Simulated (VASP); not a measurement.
# Mo (P6/mmm) in VASP: further runs

Mo is run at these levels: PBE; tasks: single point.

All numbers are computed with VASP 6.6.1; they aren't measurements. Logs are shortened: lines on timing, memory, paths and dates and some standing lists are left out, and cuts for length are marked.

## 1. The cell of the first run

The structure is hexagonal, space group P6/mmm (No. 191). The conventional cell has a = 4.669 Å, b = 4.669 Å, c = 2.563 Å, α = 90.00°, β = 90.00°, γ = 120.00°. Within 3.4 Å of Mo (site symmetry 6/mmm) lie 14 Mo at 2.56 to 2.98 Å. Within 3.4 Å of Mo (site symmetry -6m2) lie 11 Mo at 2.56 to 2.98 Å.

This isn't the form of Mo at room conditions, which is bcc.

## 2. Single point, PBE

Contents of INCAR:

```
SYSTEM = Mo
ALGO = Normal
EDIFF = 1E-6
ENCUT = 520
GGA = PE
ISIF = 2
ISMEAR = -1
LASPH = .TRUE.
LCHARG = .FALSE.
LREAL = .FALSE.
LWAVE = .FALSE.
NBANDS = 28
NELM = 80
PREC = Accurate
SIGMA = 0.1
```

Contents of KPOINTS:

```
k-points
0
G
  10 10 16
  0 0 0
```

Contents of POSCAR:

```
Mo
1.0
    4.6685867923      0.0000000000      0.0000000000
   -2.3342933962      4.0431147619      0.0000000000
    0.0000000000      0.0000000000      2.5629692001
Mo
3
Direct
    0.0000000000      0.0000000000      1.0000000000
    0.3333333333      0.6666666667      0.5000000000
    0.6666666667      0.3333333333      0.5000000000
```

Potentials or basis: VASP PAW PBE potentials, release 64 (Mo_sv).

Run with:

```console
$ cat potpaw_PBE.64/Mo_sv/POTCAR > POTCAR
$ mpirun -np 1 vasp_std > vasp.out
```

OUTCAR:

```text
SYSTEM = Mo
   EDIFF = 1E-6
   ENCUT = 520
   GGA = PE
   ISIF = 2
   ISMEAR = -1
   LASPH = .TRUE.
   LREAL = .FALSE.
   NELM = 80
   PREC = Accurate

 ion  position               nearest neighbor table
   1  0.000  0.000  0.000-   2 2.98   3 2.98   2 2.98   3 2.98   3 2.98   3 2.98   2 2.98   2 2.98
                             3 2.98   3 2.98   2 2.98   2 2.98
   2  0.333  0.667  0.500-   3 2.70   3 2.70   3 2.70   1 2.98   1 2.98   1 2.98   1 2.98   1 2.98
                             1 2.98
   3  0.667  0.333  0.500-   2 2.70   2 2.70   2 2.70   1 2.98   1 2.98   1 2.98   1 2.98   1 2.98
                             1 2.98

  LATTYP: Found a hexagonal cell.
 ALAT       =     4.6685867923
 C/A-ratio  =     0.5489818042

  Lattice vectors:

 A1 = (   4.6685867923,   0.0000000000,   0.0000000000)
 A2 = (  -2.3342933962,   4.0431147619,   0.0000000000)
 A3 = (   0.0000000000,   0.0000000000,   2.5629692001)

Analysis of symmetry for initial positions (statically):
=====================================================================
 Subroutine PRICEL returns:
 Original cell was already a primitive cell.

 Routine SETGRP: Setting up the symmetry group for a
 hexagonal supercell.

 Subroutine GETGRP returns: Found 24 space group operations
 (whereof 24 operations were pure point group operations)
 out of a pool of 24 trial point group operations.

The static configuration has the point symmetry D_6h.

Analysis of symmetry for dynamics (positions and initial velocities):
=====================================================================
 Subroutine PRICEL returns:
 Original cell was already a primitive cell.

 Routine SETGRP: Setting up the symmetry group for a
 hexagonal supercell.

 Subroutine GETGRP returns: Found 24 space group operations
 (whereof 24 operations were pure point group operations)
 out of a pool of 24 trial point group operations.

The dynamic configuration has the point symmetry D_6h.

 Subroutine INISYM returns: Found 24 space group operations
 (whereof 24 operations are pure point group operations),
 and found     1 'primitive' translations

----------------------------------------------------------------------------------------

                                     Primitive cell

  volume of cell :      48.3777

  direct lattice vectors                    reciprocal lattice vectors
     4.668586792  0.000000000  0.000000000     0.214197582  0.123667031  0.000000000
    -2.334293396  4.043114762  0.000000000     0.000000000  0.247334063  0.000000000
     0.000000000  0.000000000  2.562969200     0.000000000  0.000000000  0.390172461

  length of vectors
     4.668586792  4.668586792  2.562969200     0.247334063  0.247334063  0.390172461

  position of ions in fractional coordinates (direct lattice)
     0.000000000  0.000000000  0.000000000
     0.333333333  0.666666667  0.500000000
     0.666666667  0.333333333  0.500000000

  ion indices of the primitive-cell ions
   primitive index   ion index
                 1           1
                 2           2
                 3           3

----------------------------------------------------------------------------------------

 KPOINTS: k-points

Automatic generation of k-mesh.
 Grid dimensions read from file:
 generate k-points for:   10   10   16

 Generating k-lattice:

  Cartesian coordinates                     Fractional coordinates (reciprocal lattice)
     0.021419758  0.012366703  0.000000000     0.100000000 -0.000000000  0.000000000
     0.000000000  0.024733406  0.000000000     0.000000000  0.100000000  0.000000000
     0.000000000  0.000000000  0.024385779     0.000000000  0.000000000  0.062500000

  Length of vectors
     0.024733406  0.024733406  0.024385779

  Shift w.r.t. Gamma in fractional coordinates (k-lattice)
     0.000000000  0.000000000  0.000000000

 Subroutine IBZKPT returns following result:
 ===========================================

 Found    126 irreducible k-points:

 Following reciprocal coordinates:
            Coordinates               Weight
  0.000000  0.000000  0.000000      1.000000
  0.100000  0.000000  0.000000      6.000000
  0.200000  0.000000  0.000000      6.000000
  0.300000  0.000000  0.000000      6.000000
  0.400000  0.000000  0.000000      6.000000
  0.500000  0.000000  0.000000      3.000000
[... 16 lines left out ...]
  0.300000  0.100000  0.062500     24.000000
  0.400000  0.100000  0.062500     24.000000
 [... further k-points ...]
   k-points           NKPTS =    126   k-points in BZ     NKDIM =    126   number of bands    NBANDS=     28
   number of dos      NEDOS =    301   number of ions     NIONS =      3
   total plane-waves  NPLWV =  25920
   dimension x,y,z NGX =    36 NGY =   36 NGZ =   20
   dimension x,y,z NGXF=    72 NGYF=   72 NGZF=   40
   ions per type =               3
   NGX,Y,Z   is equivalent  to a cutoff of  12.82, 12.82, 12.97 a.u.
   NGXF,Y,Z  is equivalent  to a cutoff of  25.64, 25.64, 25.95 a.u.
 SYSTEM =  Mo
   PREC   = accura    normal or accurate (medium, high low for compatibility)
   ISTART =      0    job   : 0-new  1-cont  2-samecut
   ICHARG =      2    charge: 1-file 2-atom 10-const
   ISPIN  =      1    spin polarized calculation?
   LNONCOLLINEAR =      F non collinear calculations
   LSORBIT =      F    spin-orbit coupling
   LASPH  =      T    aspherical Exc in radial PAW
   ENCUT  =  520.0 eV  38.22 Ry    6.18 a.u.   8.68  8.68  4.77*2*pi/ulx,y,z
   NELM   =     80;   NELMIN=  2; NELMDL= -5     # of ELM steps
   EDIFF  = 0.1E-05   stopping-criterion for ELM
   LREAL  =      F    real-space projection
   EDIFFG = 0.1E-04   stopping-criterion for IOM
   NSW    =      0    number of steps for IOM
   IBRION =     -1    ionic relax: 0-MD 1-quasi-New 2-CG
   NFREE  =      0    steps in history (QN), initial steepest desc. (CG)
   ISIF   =      2    stress and relaxation
   ISYM   =      2    0-nonsym 1-usesym 2-fastsym
   POTIM  = 0.5000    time-step for ionic-motion
   TEBEG  =    0.0;   TEEND  =   0.0 temperature during run
   PSTRESS=    0.0 pullay stress
   NELECT =      42.0000    total number of electrons
   NUPDOWN=      -1.0000    fix difference up-down
   EMIN   =  10.00;   EMAX   =-10.00  energy-range for DOS
   EFERMI =   0.00;   METHOD = LEGACY
   ISMEAR =    -1;   SIGMA  =   0.10  broadening in eV -4-tet -1-fermi 0-gaus
   EFERMI_NEDOS =   21; number of points for ismear=-14 and -15
   IALGO  =     38    algorithm
   IMIX   =      4    mixing-type and parameters
     AMIX     =   0.40;   BMIX     =  1.00
     AMIX_MAG =   1.60;   BMIX_MAG =  1.00
  volume/ion in A,a.u.               =      16.13       108.82
  Fermi-wavevector in a.u.,A,eV,Ry     =   1.561743  2.951267 33.185180  2.439042
  Thomas-Fermi vector in A             =   2.664764
   LORBIT       =      0    0 simple, 1 ext, 2 COOP (PROOUT), +10 PAW based schemes
   GGA     = PE    functional components
   LHFCALC =     F    Hartree Fock is set to
   AEXX    =    0.0000 exact exchange contribution
   IVDW    =     0    specifies the selected vdW correction
   LEPSILON=     F    determine dielectric tensor
   LRPA    =     F    only Hartree local field effects (RPA)
 non-spin polarized calculation
  energy-cutoff  :      520.00
  volume of cell :       48.38
 maximum number of plane-waves:      1324
 NGX is ok and might be reduce to    36
   NGX = 17   NGY = 17   NGZ =  9

 number of electron      42.0000003 magnetization

 Free energy of the ion-electron system (eV)
  ---------------------------------------------------
  ext. energy  EPLUGINS =         0.00000000
  ---------------------------------------------------
  free energy    TOTEN  =       -31.66698214 eV

  energy without entropy =      -31.54296594  energy(sigma->0) =      -31.60497404

 E-fermi :  11.9058     XC(G=0): -13.1830

 val. band max:       11.9056276815   @ k =   0.2000   0.1000   0.3125
 cond. band min:      11.9082575468   @ k =   0.1000   0.0000   0.2500
 fundamental gap:      0.0026298653
 Fermi energy:        11.9058430354

 k-point     1 :       0.0000    0.0000    0.0000
  band No.  band energies     occupation
      1     -49.1341      2.00000
      2     -48.9420      2.00000
      3     -48.7923      2.00000
      4     -23.3278      2.00000
      5     -23.3278      2.00000
      6     -23.2782      2.00000
[... 20 lines left out ...]
     27      16.1253      0.00000
     28      16.1253      0.00000

 k-point     2 :       0.1000    0.0000    0.0000
  band No.  band energies     occupation
      1     -49.1301      2.00000
      2     -48.9419      2.00000
      3     -48.7967      2.00000
      4     -23.4142      2.00000
      5     -23.3964      2.00000
      6     -23.1852      2.00000
[... 20 lines left out ...]
     27      15.9660      0.00000
     28      16.0997      0.00000

 k-point     3 :       0.2000    0.0000    0.0000
  band No.  band energies     occupation
      1     -49.1193      2.00000
      2     -48.9408      2.00000
      3     -48.8091      2.00000
      4     -23.5067      2.00000
      5     -23.4317      2.00000
      6     -23.0736      2.00000
[... 20 lines left out ...]
     27      15.5464      0.00000
     28      16.0217      0.00000

 k-point     4 :       0.3000    0.0000    0.0000
  band No.  band energies     occupation
      1     -49.1056      2.00000
      2     -48.9370      2.00000
      3     -48.8274      2.00000
      4     -23.5785      2.00000
      5     -23.4049      2.00000
      6     -22.9738      2.00000
[... 578 lines left out ...]
     27      14.9689      0.00000
     28      15.7639      0.00000

 k-point    23 :       0.3000    0.1000    0.0625
  band No.  band energies     occupation
      1     -49.0893      2.00000
      2     -48.9239      2.00000
      3     -48.8321      2.00000
      4     -23.5693      2.00000
      5     -23.3833      2.00000
      6     -22.9987      2.00000
[... 20 lines left out ...]
     27      15.0588      0.00000
     28      15.6004      0.00000

 k-point    24 :       0.4000    0.1000    0.0625
  band No.  band energies     occupation
      1     -49.0819      2.00000
      2     -48.9153      2.00000
      3     -48.8485      2.00000
      4     -23.5970      2.00000
      5     -23.2717      2.00000
      6     -23.1243      2.00000
[... 20 lines left out ...]
     27      15.3267      0.00000
     28      15.4721      0.00000

 [... further k-points ...]

------------------------ aborting loop because EDIFF is reached ----------------------------------------

  FORCE on cell =-STRESS in cart. coord.  units (eV):
  Direction    XX          YY          ZZ          XY          YZ          ZX
  --------------------------------------------------------------------------------------
  -------------------------------------------------------------------------------------
  Total        0.1619395      0.1619395      0.1809067     -0.0000000      0.0000000      0.0000000
  in kB        5.3631321      5.3631321      5.9912896     -0.0000000      0.0000000      0.0000000
  external PRESSURE =       5.5725179 kB  Pullay stress =       0.0000000 kB

 VOLUME and BASIS-vectors are now :
 -----------------------------------------------------------------------------
  energy-cutoff  :      520.00
  volume of cell :       48.38
      direct lattice vectors                 reciprocal lattice vectors
     4.668586792  0.000000000  0.000000000     0.214197582  0.123667031  0.000000000
    -2.334293396  4.043114762  0.000000000     0.000000000  0.247334063  0.000000000
     0.000000000  0.000000000  2.562969200     0.000000000  0.000000000  0.390172461

 POSITION                                       TOTAL-FORCE (eV/Angst)
 -----------------------------------------------------------------------------------
      0.00000      0.00000      0.00000         0.000000      0.000000     -0.000000
     -0.00000      2.69541      1.28148        -0.000000      0.000000      0.000000
      2.33429      1.34770      1.28148         0.000000      0.000000     -0.000000
 -----------------------------------------------------------------------------------
    total drift:                                0.000000      0.000000     -0.000000

  FREE ENERGIE OF THE ION-ELECTRON SYSTEM (eV)
  ---------------------------------------------------
  free  energy   TOTEN  =       -31.6669821384 eV

  energy  without entropy=      -31.5429659403  energy(sigma->0) =      -31.60497404
```

It took 50 s on 1 thread of Intel Xeon 6975P-C (Granite Rapids), shared host; peak memory 0.25 GiB.

Results:

* Free energy: -31.6670 eV
* Pressure: 0.6 GPa
* Band gap on the k mesh: zero (bands 21 and 22 overlap by 1.34 eV)

(Continued in part 2 of 2.)
